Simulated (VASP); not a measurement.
# AlRu (Pm-3m) in VASP: a series of runs

Runs on AlRu. Level: LDA. Tasks: single point.

Program: VASP 6.6.1. These are calculated values, not measurements. Logs are shortened: lines on timing, memory, paths and dates and some standing lists are left out, and cuts for length are marked.

### Step 1. The cell of the first run

It takes space group Pm-3m (No. 221, cubic). The conventional cell has a = 3.021 Å, b = 3.021 Å, c = 3.021 Å, α = 90.00°, β = 90.00°, γ = 90.00°. Al (site symmetry m-3m) has 8 Ru at 2.62 Å and 6 Al at 3.02 Å within 3.5 Å. Ru (site symmetry m-3m) has 8 Al at 2.62 Å and 6 Ru at 3.02 Å within 3.5 Å.

### Step 2. Single point, LDA

INCAR

```
PREC = Accurate ; ENCUT = 520
EDIFF = 1E-7 ; ISMEAR = -1
SIGMA = 0.1 ; LREAL = F
LASPH = T ; NELM = 60
ALGO = Normal ; ISIF = 2
LWAVE = F ; LCHARG = F
GGA = CA ; NBANDS = 16
```

KPOINTS

```
regular mesh
0
Gamma
  10 10 10
```

POSCAR

```
AlRu
1.0
    3.0212217284      0.0000000000      0.0000000000
    0.0000000000      3.0212217284      0.0000000000
    0.0000000000      0.0000000000      3.0212217284
Al Ru
1 1
Direct
    0.0000000000      0.0000000000      0.0000000000
    0.5000000000      0.5000000000      0.5000000000
```

Potentials or basis: VASP PAW LDA potentials, release 64 (Al, Ru_pv).

Command:

```sh
cat potpaw_LDA.64/Al/POTCAR potpaw_LDA.64/Ru_pv/POTCAR > POTCAR
mpirun -np 1 vasp_std > vasp.out
```

OUTCAR:

```text
PREC = Accurate
   ENCUT = 520
   EDIFF = 1E-7
   ISMEAR = -1
   LREAL = F
   LASPH = T
   NELM = 60
   ISIF = 2
   GGA = CA

 ion  position               nearest neighbor table
   1  0.000  0.000  0.000-   2 2.62   2 2.62   2 2.62   2 2.62   2 2.62   2 2.62   2 2.62   2 2.62

   2  0.500  0.500  0.500-   1 2.62   1 2.62   1 2.62   1 2.62   1 2.62   1 2.62   1 2.62   1 2.62

  LATTYP: Found a simple cubic cell.
 ALAT       =     3.0212217284

  Lattice vectors:

 A1 = (   3.0212217284,   0.0000000000,   0.0000000000)
 A2 = (   0.0000000000,   3.0212217284,   0.0000000000)
 A3 = (   0.0000000000,   0.0000000000,   3.0212217284)

Analysis of symmetry for initial positions (statically):
=====================================================================
 Subroutine PRICEL returns:
 Original cell was already a primitive cell.

 Routine SETGRP: Setting up the symmetry group for a
 simple cubic supercell.

 Subroutine GETGRP returns: Found 48 space group operations
 (whereof 48 operations were pure point group operations)
 out of a pool of 48 trial point group operations.

The static configuration has the point symmetry O_h .

Analysis of symmetry for dynamics (positions and initial velocities):
=====================================================================
 Subroutine PRICEL returns:
 Original cell was already a primitive cell.

 Routine SETGRP: Setting up the symmetry group for a
 simple cubic supercell.

 Subroutine GETGRP returns: Found 48 space group operations
 (whereof 48 operations were pure point group operations)
 out of a pool of 48 trial point group operations.

The dynamic configuration has the point symmetry O_h .

 Subroutine INISYM returns: Found 48 space group operations
 (whereof 48 operations are pure point group operations),
 and found     1 'primitive' translations

----------------------------------------------------------------------------------------

                                     Primitive cell

  volume of cell :      27.5770

  direct lattice vectors                    reciprocal lattice vectors
     3.021221728  0.000000000  0.000000000     0.330991926  0.000000000  0.000000000
     0.000000000  3.021221728  0.000000000     0.000000000  0.330991926  0.000000000
     0.000000000  0.000000000  3.021221728     0.000000000  0.000000000  0.330991926

  length of vectors
     3.021221728  3.021221728  3.021221728     0.330991926  0.330991926  0.330991926

  position of ions in fractional coordinates (direct lattice)
[... 79 lines left out ...]
   EDIFF  = 0.1E-06   stopping-criterion for ELM
   LREAL  =      F    real-space projection
   EDIFFG = 0.1E-05   stopping-criterion for IOM
   NSW    =      0    number of steps for IOM
   IBRION =     -1    ionic relax: 0-MD 1-quasi-New 2-CG
   NFREE  =      0    steps in history (QN), initial steepest desc. (CG)
   ISIF   =      2    stress and relaxation
   ISYM   =      2    0-nonsym 1-usesym 2-fastsym
   POTIM  = 0.5000    time-step for ionic-motion
   TEBEG  =    0.0;   TEEND  =   0.0 temperature during run
   PSTRESS=    0.0 pullay stress
   NELECT =      17.0000    total number of electrons
   NUPDOWN=      -1.0000    fix difference up-down
   EMIN   =  10.00;   EMAX   =-10.00  energy-range for DOS
   EFERMI =   0.00;   METHOD = LEGACY
   ISMEAR =    -1;   SIGMA  =   0.10  broadening in eV -4-tet -1-fermi 0-gaus
   EFERMI_NEDOS =   21; number of points for ismear=-14 and -15
   IALGO  =     38    algorithm
   IMIX   =      4    mixing-type and parameters
     AMIX     =   0.40;   BMIX     =  1.00
     AMIX_MAG =   1.60;   BMIX_MAG =  1.00
  volume/ion in A,a.u.               =      13.79        93.05
  Fermi-wavevector in a.u.,A,eV,Ry     =   1.393291  2.632938 26.412448  1.941260
  Thomas-Fermi vector in A             =   2.516951
   LORBIT       =      0    0 simple, 1 ext, 2 COOP (PROOUT), +10 PAW based schemes
   GGA     = CA    functional components
   LHFCALC =     F    Hartree Fock is set to
   AEXX    =    0.0000 exact exchange contribution
   IVDW    =     0    specifies the selected vdW correction
   LEPSILON=     F    determine dielectric tensor
   LRPA    =     F    only Hartree local field effects (RPA)
 non-spin polarized calculation
  energy-cutoff  :      520.00
  volume of cell :       27.58
 maximum number of plane-waves:       768
 NGX is ok and might be reduce to    24
   NGX = 11   NGY = 11   NGZ = 11

 number of electron      16.9999999 magnetization

 Free energy of the ion-electron system (eV)
  ---------------------------------------------------
  ext. energy  EPLUGINS =         0.00000000
  ---------------------------------------------------
  free energy    TOTEN  =       -16.13729265 eV

  energy without entropy =      -16.08441322  energy(sigma->0) =      -16.11085294

 E-fermi :  10.1344     XC(G=0): -12.6422

 val. band max:       10.1115942805   @ k =   0.4000   0.1000   0.1000
 cond. band min:      10.1415467062   @ k =   0.1000   0.1000   0.0000
 fundamental gap:      0.0299524257
 Fermi energy:        10.1343587471

 k-point     1 :       0.0000    0.0000    0.0000
  band No.  band energies     occupation
      1     -31.4642      2.00000
      2     -31.4642      2.00000
      3     -31.4642      2.00000
      4       0.6132      2.00000
      5       6.6598      2.00000
      6       6.6598      2.00000
[... 433 lines left out ...]
      3     -31.4693      2.00000
      4       2.5137      2.00000
      5       6.6884      2.00000
      6       7.2566      2.00000
[... 8 lines left out ...]
     15      23.5455      0.00000
     16      24.3011      0.00000

 [... further k-points ...]

------------------------ aborting loop because EDIFF is reached ----------------------------------------

  FORCE on cell =-STRESS in cart. coord.  units (eV):
  Direction    XX          YY          ZZ          XY          YZ          ZX
  --------------------------------------------------------------------------------------
  -------------------------------------------------------------------------------------
  Total       -2.2244586     -2.2244586     -2.2244586     -0.0000000      0.0000000     -0.0000000
  in kB     -129.2370734   -129.2370734   -129.2370734     -0.0000000      0.0000000     -0.0000000
  external PRESSURE =    -129.2370734 kB  Pullay stress =       0.0000000 kB

 VOLUME and BASIS-vectors are now :
 -----------------------------------------------------------------------------
  energy-cutoff  :      520.00
  volume of cell :       27.58
      direct lattice vectors                 reciprocal lattice vectors
     3.021221728  0.000000000  0.000000000     0.330991926  0.000000000  0.000000000
     0.000000000  3.021221728  0.000000000     0.000000000  0.330991926  0.000000000
     0.000000000  0.000000000  3.021221728     0.000000000  0.000000000  0.330991926

 POSITION                                       TOTAL-FORCE (eV/Angst)
 -----------------------------------------------------------------------------------
      0.00000      0.00000      0.00000         0.000000      0.000000      0.000000
      1.51061      1.51061      1.51061         0.000000      0.000000      0.000000
 -----------------------------------------------------------------------------------
    total drift:                                0.000000     -0.000000     -0.000000

  FREE ENERGIE OF THE ION-ELECTRON SYSTEM (eV)
  ---------------------------------------------------
  free  energy   TOTEN  =       -16.1372926533 eV

  energy  without entropy=      -16.0844132243  energy(sigma->0) =      -16.11085294
```

OSZICAR:

```text
N       E                     dE             d eps       ncg     rms          rms(c)
DAV:   1     0.113525775164E+03    0.11353E+03   -0.92961E+03  1832   0.995E+02
DAV:   2    -0.149128723095E+02   -0.12844E+03   -0.12191E+03  2136   0.289E+02
DAV:   3    -0.168079283568E+02   -0.18951E+01   -0.18881E+01  2280   0.367E+01
DAV:   4    -0.168200656333E+02   -0.12137E-01   -0.12115E-01  2296   0.314E+00
DAV:   5    -0.168202115590E+02   -0.14593E-03   -0.14585E-03  2112   0.320E-01    0.116E+01
DAV:   6    -0.162450733577E+02    0.57514E+00   -0.23236E+00  1920   0.162E+01    0.233E+00
DAV:   7    -0.161587923763E+02    0.86281E-01   -0.20273E-01  1832   0.505E+00    0.197E+00
DAV:   8    -0.161376706453E+02    0.21122E-01   -0.23793E-02  2096   0.116E+00    0.198E-01
DAV:   9    -0.161373189417E+02    0.35170E-03   -0.50440E-04  2160   0.210E-01    0.124E-01
DAV:  10    -0.161372932462E+02    0.25696E-04   -0.36929E-05  2048   0.630E-02    0.689E-03
DAV:  11    -0.161372926960E+02    0.55017E-06   -0.13906E-06  2272   0.121E-02    0.511E-03
DAV:  12    -0.161372926533E+02    0.42692E-07   -0.37984E-08  1384   0.206E-03
   1 F= -.16137293E+02 E0= -.16110853E+02  d E =-.528794E-01
```

stdout:

```text
POSCAR found type information on POSCAR AlRu
 POSCAR found :  2 types and       2 ions
 scaLAPACK will be used
 LDA part: xc-table for (Slater(with rela. corr.)+CA(PZ))
 , standard interpolation
 POSCAR, INCAR and KPOINTS ok, starting setup
 FFT: planning ... GRIDC
 FFT: planning ... GRID_SOFT
 FFT: planning ... GRID
 WAVECAR not read
 entering main loop
```

It took 29 s on 1 thread of AMD EPYC 7R13, shared host; peak memory 0.11 GiB.

Results:

- Free energy: -16.1373 eV
- Pressure: -12.9 GPa

### Step 3. Single point, LDA

This run uses another cell than the first one, of 14.19 Å³/atom, 1.029 times its volume.

INCAR

```
SYSTEM = AlRu
  PREC = Accurate
  ENCUT = 520
  EDIFF = 1E-7
  ISMEAR = -1
  SIGMA = 0.1
  LREAL = .False.
  LASPH = .True.
  NELM = 80
  ALGO = Normal
  ISIF = 2
  LWAVE = .False.
  LCHARG = .True.
  GGA = CA
  LELF = .True.
  LVHAR = .True.
  NBANDS = 16
```

KPOINTS

```
regular mesh
0
Gamma
  10 10 10
  0 0 0
```

POSCAR

```
AlRu
1.0
    3.0502737196      0.0000000000      0.0000000000
    0.0000000000      3.0502737196      0.0000000000
    0.0000000000      0.0000000000      3.0502737196
Al Ru
1 1
Direct
    0.0000000000      0.0000000000      0.0000000000
    0.5000000000      0.5000000000      0.5000000000
```

Potentials or basis: VASP PAW LDA potentials, release 64 (Al, Ru_pv).

Command:

```sh
cat potpaw_LDA.64/Al/POTCAR potpaw_LDA.64/Ru_pv/POTCAR > POTCAR
mpirun -np 1 vasp_std > vasp.out
```

Run time: 28 s. Hardware: 1 thread of AMD EPYC 7R13, shared host; peak memory 0.11 GiB.

Results (log left out):

```
Free energy : -16.0609 eV
Pressure    : -17.5 GPa
```

Levels at points of the mesh, in eV from the Fermi level:
```
           k point  band 5  band 6  band 7  band 8  band 9  band 10  band 11  band 12  band 13  band 14
(0.00, 0.00, 0.00)   -3.33   -3.33    0.13    0.13    0.13     5.72     5.72     5.72    10.67    10.67
(0.50, 0.00, 0.00)   -5.39   -2.60   -1.52   -1.52    0.36     2.02     7.50    10.65    10.65    11.64
(0.50, 0.50, 0.00)   -2.90   -1.32   -1.32   -1.09   -1.09     1.33     4.85     5.61     9.98    11.64
(0.50, 0.50, 0.50)   -4.34   -4.34    1.42    1.42    2.10     3.97     3.97     3.97     8.01     8.01
```
